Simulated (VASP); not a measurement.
Set up this calculation in VASP 6.6.1, as the native input.

```
Task                   : single point
Functional             : LDA
Potentials or basis    : VASP PAW LDA potentials, release 64 (K_sv, Cl)
Cutoff                 : 520 eV
k mesh                 : 6 × 6 × 6
Occupations            : gaussian, width 0.05 eV
Spin                   : no spin polarisation
Dipole correction      : no
Further INCAR settings : ALGO = Normal; EDIFF = 1e-07; NBANDS = 15
```

The structure of KCl lies in POSCAR:

```
KCl
1.0
    3.9351759000      0.0000000000      0.0000000000
    0.0000000000      3.9351759000      0.0000000000
    0.0000000000      0.0000000000      3.8391960000
K Cl
1 1
Direct
    0.0000000000      0.0000000000      0.0000000000
    0.5000000000      0.5000000000      0.5000000000
```

This cell differs from its parent crystal: strain +0.025 along x and y, +0.000 along z.

These files were run (other wordings do the same):

INCAR

```
  PREC = Accurate
  ENCUT = 520
  EDIFF = 1E-7
  ISMEAR = 0
  SIGMA = 0.05
  LREAL = False
  LASPH = True
  NELM = 100
  ALGO = Normal
  ISIF = 2
  LWAVE = False
  LCHARG = False
  NBANDS = 15
```

KPOINTS

```
regular mesh
0
Gamma
  6 6 6
```

Potentials or basis: VASP PAW LDA potentials, release 64 (K_sv, Cl).

Command:

```sh
$ cat potpaw_LDA.64/K_sv/POTCAR potpaw_LDA.64/Cl/POTCAR > POTCAR
$ mpirun -np 1 vasp_std > vasp.out
```

Results of the run:

```json
{
  "Pressure": "-3.6 GPa",
  "Band gap on the k mesh": "4.10 eV (least direct gap 4.29 eV)"
}
```

Caveat: the cell differs from its parent crystal (strain +0.025 along x and y, +0.000 along z); the cell stands under tension.

It took 49 s on 1 thread of Intel Xeon 8259CL (shared host), peak memory 0.17 GiB.
